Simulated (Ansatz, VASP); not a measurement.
## One calculation of MoW3, two programs

```xyz
4
Lattice="1.5921 -2.2455 0.0000 1.5921 2.2455 0.0000 0.0000 0.0000 8.9704" Properties=species:S:1:pos:R:3 pbc="T T T"
Mo    0.0000    0.0000    0.0000
W     1.5921    0.0000    6.7338
W     1.5921    0.0000    2.2366
W     0.0000    0.0000    4.4852
```

Alike in both runs: task single point; functional PBE; k mesh 6 × 6 × 2; occupations gaussian, width 0.1 eV; no spin polarisation.

|  | VASP | Ansatz |
| --- | --- | --- |
| version | VASP 6.6.1 | Ansatz 0.2.0 |
| potentials or method | VASP PAW PBE potentials, release 64 (Mo_sv, W_sv), cutoff 500 eV | scalar-relativistic, plane waves, PAW |
| valence electrons in the cell | 56 | 56 |

|  | VASP | Ansatz | Ansatz less VASP |
| --- | --- | --- | --- |
| gap on the k mesh at the Fermi level (eV) | none | none | - |
| pressure (GPa) | 0.0 | -0.5 | -0.51 |
| traceless stress, the component that is largest in VASP (GPa) | 2.33 | 2.33 | +0.006 |

A gap of «none» marks a metal or a gap that the smearing closes.

The k mesh is coarse, so the values compare programs but aren't converged. Neither program's run includes spin-orbit coupling.
